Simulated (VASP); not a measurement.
Crystal: CuO.

```xyz
4
Lattice="2.1123 -2.1173 0.0000 2.1123 2.1173 0.0000 0.0000 0.0000 5.1921" Properties=species:S:1:pos:R:3 pbc="T T T"
Cu    1.0561   -1.0586    0.0000
Cu    1.0561    1.0586    2.5961
O     2.1123    0.0000    1.2980
O     2.1123    0.0000    3.8941
```

Base run:

* Program: VASP 6.6.1
* Functional: RPBE
* Potentials or basis: VASP PAW PBE potentials, release 64 (Cu, O)
* Cutoff: 520 eV
* k mesh: 9 × 9 × 5
* Occupations: fermi-dirac, width 0.05 eV
* Spin: no spin polarisation

Its results: band gap on the k mesh zero (band 17 reaches 5.16 eV, above the bottom of band 18 at 4.26 eV); pressure 0.6 GPa.

Q: The run is repeated on the same cell with these changes: potentials or basis from VASP PAW PBE potentials, release 64 (Cu, O) to VASP PAW PBE potentials, release 64 (Cu_sv_GW, O); cutoff from 520 eV to 700 eV; further incar settings from ALGO = Normal; EDIFF = 1e-06; NBANDS = 25 to ALGO = Normal; EDIFF = 1e-06; NBANDS = 33; valence electrons from 34 to 50. What comes out?

A: Band gap on the k mesh zero (band 25 reaches 5.19 eV, above the bottom of band 26 at 4.30 eV); pressure -2.6 GPa.

Caveats: the PAW data sets were made with another functional, which shifts forces and pressure a little; semilocal functionals often make such compounds metallic where correlation or magnetic order opens a gap, which also shifts bond lengths.
